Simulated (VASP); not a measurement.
Write the native input for VASP 6.6.1 that does the following.

```
Task                   : single point
Functional             : PBEsol
Potentials or basis    : VASP PAW PBE potentials, release 64 (Hg)
Cutoff                 : 500 eV
k mesh                 : 12 × 12 × 4
Occupations            : gaussian, width 0.1 eV
Spin                   : no spin polarisation
Dipole correction      : no
Further INCAR settings : ALGO = Normal; EDIFF = 1e-06; NBANDS = 19
```

The structure of Hg lies in POSCAR:

```
Hg
1.0
    3.0999515432      0.0000000000      0.0000000000
   -1.5499757716      2.6846367869      0.0000000000
    0.0000000000      0.0000000000      5.5330120765
Hg
2
Direct
    0.3333333333      0.6666666667      0.2500000000
    0.6666666667      0.3333333333      0.7500000000
```

These files were run (other wordings do the same):

INCAR

```
SYSTEM = Hg
PREC = Accurate ; ENCUT = 500
EDIFF = 1E-6 ; ISMEAR = 0
SIGMA = 0.1 ; LREAL = .False.
LASPH = .True. ; NELM = 120
ALGO = Normal ; ISIF = 2
LWAVE = .False. ; LCHARG = .False.
GGA = PS ; NBANDS = 19
GGA_COMPAT = .False.
```

KPOINTS

```
Automatic mesh
0
Gamma
  12 12 4
  0 0 0
```

Potentials or basis: VASP PAW PBE potentials, release 64 (Hg).

Launch:

```console
$ cat potpaw_PBE.64/Hg/POTCAR > POTCAR
$ mpirun -np 1 vasp_std > vasp.out
```

It gave:

The pressure is 0.8 GPa and the band gap on the k mesh is zero (bands 12 and 13 overlap by 2.33 eV).

Caveat: the PAW data sets were made with another functional, which shifts forces and pressure a little; spin-orbit coupling is left out, which moves the levels of the heavy elements.

Wall time 48 s on 1 thread of Intel Xeon 8259CL (shared host), peak memory 0.18 GiB.
